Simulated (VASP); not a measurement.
Wanted: the native input for a VASP 6.6.1 run.

```yaml
Task: single point
Functional: r2SCAN
Potentials_or_basis: VASP PAW PBE potentials, release 64 (Te, Sn_d)
Cutoff: 520 eV
k_mesh: 7 × 7 × 7
Occupations: fermi-dirac, width 0.05 eV
Spin: no spin polarisation
Dipole_correction: no
Further_INCAR_settings: ALGO = Normal; EDIFF = 1e-06; NBANDS = 17
```

The system is SnTe.

```
CELL_PARAMETERS angstrom
0.00000 3.08653 3.08653
3.08653 0.00000 3.08653
3.08653 3.08653 0.00000
ATOMIC_POSITIONS crystal
Te 0.50000 0.50000 0.50000
Sn 0.00000 0.00000 0.00000
```

These files were run (other wordings do the same):

POSCAR

```
SnTe
1.0
    0.0000000000      3.0865288906      3.0865288906
    3.0865288906      0.0000000000      3.0865288906
    3.0865288906      3.0865288906      0.0000000000
Te Sn
1 1
Direct
    0.5000000000      0.5000000000      0.5000000000
    0.0000000000      0.0000000000      0.0000000000
```

INCAR.step1

```
PREC = Accurate ; ENCUT = 520
ISMEAR = -1 ; SIGMA = 0.05
LREAL = False ; LASPH = True
NELM = 80 ; NBANDS = 17
GGA = PE ; ALGO = Normal
EDIFF = 1E-4 ; LWAVE = True
LCHARG = False
```

INCAR.step2

```
PREC = Accurate ; ENCUT = 520
EDIFF = 1E-6 ; ISMEAR = -1
SIGMA = 0.05 ; LREAL = False
LASPH = True ; NELM = 80
ALGO = Normal ; ISIF = 2
LWAVE = False ; LCHARG = False
METAGGA = R2SCAN ; LMIXTAU = True
NBANDS = 17 ; ISTART = 1
```

KPOINTS

```
regular mesh
0
Gamma
  7 7 7
```

Potentials or basis: VASP PAW PBE potentials, release 64 (Te, Sn_d).

Launch:

```console
$ cat potpaw_PBE.64/Te/POTCAR potpaw_PBE.64/Sn_d/POTCAR > POTCAR
$ cp INCAR.step1 INCAR
$ mpirun -np 1 vasp_std > vasp.out
$ cp INCAR.step2 INCAR
$ mpirun -np 1 vasp_std > vasp.out
```

It gave:

```yaml
Pressure: 5.1 GPa
```

Caveat: the PAW data sets were made with another functional, which shifts forces and pressure a little.

Wall time 48 s on 1 thread of Intel(R) Xeon(R) Platinum 8259CL CPU @ 2.50GHz (Skylake/Cascade Lake), with other jobs on the host, peak memory 0.19 GiB.
